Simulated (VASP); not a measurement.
Write the native input for VASP 6.6.1 that does the following.

```
Task                   : single point
Functional             : BLYP
Potentials or basis    : VASP PAW PBE potentials, release 64 (Cd, Se)
Cutoff                 : 520 eV
k mesh                 : 8 × 8 × 8
Occupations            : fermi-dirac, width 0.05 eV
Spin                   : no spin polarisation
Dipole correction      : no
Further INCAR settings : ALGO = Normal; EDIFF = 1e-06; NBANDS = 16
```

The structure of CdSe lies in POSCAR:

```
CdSe
1.0
    0.0000000000      3.1592496578      3.1592496578
    3.1592496578      0.0000000000      3.1592496578
    3.1592496578      3.1592496578      0.0000000000
Cd Se
1 1
Direct
    0.0000000000      0.0000000000      0.0000000000
    0.2500000000      0.2500000000      0.2500000000
```

These files were run (other wordings do the same):

INCAR

```
SYSTEM = CdSe
AGGAC = 1.0
AGGAX = 1.0
ALDAC = 0.0
ALDAX = 1.0
ALGO = Normal
EDIFF = 1E-6
ENCUT = 520
GGA = B5
ISIF = 2
ISMEAR = -1
LASPH = .TRUE.
LCHARG = .TRUE.
LELF = .TRUE.
LREAL = .FALSE.
LVHAR = .TRUE.
LWAVE = .FALSE.
NBANDS = 16
NELM = 100
PREC = Accurate
SIGMA = 0.05
```

KPOINTS

```
k-points
0
G
  8 8 8
  0 0 0
```

Potentials or basis: VASP PAW PBE potentials, release 64 (Cd, Se).

Launch:

```bash
$ cat potpaw_PBE.64/Cd/POTCAR potpaw_PBE.64/Se/POTCAR > POTCAR
$ mpirun -np 1 vasp_std > vasp.out
```

Results of the run:

The pressure is 0.3 GPa. The band gap on the k mesh is 0.31 eV, direct.

Caveat: the PAW data sets were made with another functional, which shifts forces and pressure a little.

Run time: 93 s on 1 thread of AMD EPYC 7571, with other jobs on the host, peak memory 0.18 GiB.
